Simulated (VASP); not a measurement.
Input of a VASP 6.6.1 run:

The input INCAR:

```
PREC = Accurate
ENCUT = 520
EDIFF = 1E-6
ISMEAR = 0
SIGMA = 0.15
LREAL = F
LASPH = T
NELM = 60
ALGO = Fast
ISIF = 2
LWAVE = F
LCHARG = T
GGA = PE
LELF = T
LVHAR = T
NBANDS = 22
```

The input KPOINTS:

```
Automatic mesh
0
Gamma
  8 8 8
```

POSCAR

```
Al
1.0
    0.0000000000      4.0406222370     -4.0406222370
    4.0406222370      4.0406222370      0.0000000000
    4.0406222370      0.0000000000     -4.0406222370
Al
8
Direct
    0.5103198406     -0.0262131249      0.4928107329
    0.4277611161      0.6834918746      0.5503248699
    0.0103198406     -0.0262131249      0.4928107329
    0.0103198406      0.4737868751      0.4928107329
    0.5103198406     -0.0262131249     -0.0071892671
    0.5103198406      0.4737868751     -0.0071892671
    0.0103198406     -0.0262131249     -0.0071892671
    0.0103198406      0.4737868751     -0.0071892671
```

Potentials or basis: VASP PAW PBE potentials, release 64 (Al).

Launch:

```console
$ cat potpaw_PBE.64/Al/POTCAR > POTCAR
$ mpirun -np 1 vasp_std > vasp.out
```

Problem. Predict the pressure.

Solution. 15.9 GPa.

Problem. Predict the band gap on the k mesh.

Solution. Zero (bands 12 and 13 overlap by 2.51 eV).

Forces in eV/Å, atoms in the order of the input:
```
Al    8.567  13.672  -0.901
Al  -11.137 -12.710  -1.080
Al    1.810  -0.877   3.494
Al   -0.080   0.232  -0.018
Al   -0.180   0.360   0.248
Al    0.873  -0.375  -1.746
Al    0.019   0.085   0.013
Al    0.128  -0.387  -0.009
```

Caveat: the cell differs from its parent crystal (atom 2 moved 1.20 Å); the stress differs along the axes, from 11 to 25 GPa; forces of over 1 eV/Å act on the atoms, so gaps and moduli don't describe the material at rest.
